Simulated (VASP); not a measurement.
Write the native input for VASP 6.6.1 that does the following.

| Property | Result |
| --- | --- |
| Task | single point |
| Functional | LDA |
| Potentials or basis | VASP PAW LDA potentials, release 64 (Ta_pv, F) |
| Cutoff | 520 eV |
| k mesh | 6 × 6 × 1 |
| Occupations | gaussian, width 0.1 eV |
| Spin | collinear spin |
| Starting moments | [0.0, 0.0, 0.0, 0.0, 0.0, 0.0, 1.0] μB |
| Dipole correction | yes |
| Further INCAR settings | ALGO = Fast; EDIFF = 1e-06; NBANDS = 50 |

The structure of Ta6F lies in POSCAR:

```
Ta6F
1.0
    4.6002247516      0.0000000000      0.0000000000
   -2.3001123758      3.9839114980      0.0000000000
    0.0000000000      0.0000000000     21.4017722141
Ta F
6 1
Direct
    0.6666666667      0.3333333333      0.1869004099
    0.3333333333      0.6666666667      0.2307760729
    0.0000000000      0.0000000000      0.2746517360
    0.6666666667      0.3333333333      0.3157775353
    0.3333333333      0.6666666667      0.3543568624
    0.0000000000      0.0000000000      0.3925736677
    0.8888888889     -0.8888888889      0.5808758307
```

These files were run (other wordings do the same):

INCAR

```
SYSTEM = Ta6F
ALGO = Fast ; DIPOL = 0.5 0.5 0.334
EDIFF = 1E-6 ; ENCUT = 520
IDIPOL = 3 ; ISIF = 2
ISMEAR = 0 ; ISPIN = 2
LASPH = .TRUE. ; LCHARG = .FALSE.
LDIPOL = .TRUE. ; LMAXMIX = 4
LORBIT = 11 ; LREAL = .FALSE.
LWAVE = .FALSE. ; MAGMOM = 0 0 0 0 0 0 1
NBANDS = 50 ; NELM = 150
PREC = Accurate ; SIGMA = 0.1
```

KPOINTS

```
k-points
0
G
  6 6 1
  0 0 0
```

Potentials or basis: VASP PAW LDA potentials, release 64 (Ta_pv, F).

Run with:

```bash
$ cat potpaw_LDA.64/Ta_pv/POTCAR potpaw_LDA.64/F/POTCAR > POTCAR
$ mpirun -np 1 vasp_std > vasp.out
```

Results of the run:

| Property | Result |
| --- | --- |
| Largest force | 2.245 eV/Å |
| Net moment | 0.00 μB per cell |
| Valence electrons inside the program's atomic spheres | Ta 8.83, 9.07, 9.02, 9.12, 8.95 (each value once); F 5.83 |

It took 26 min on 1 thread of Oxide Virtual Turin-like Processor (shared host), peak memory 0.61 GiB.
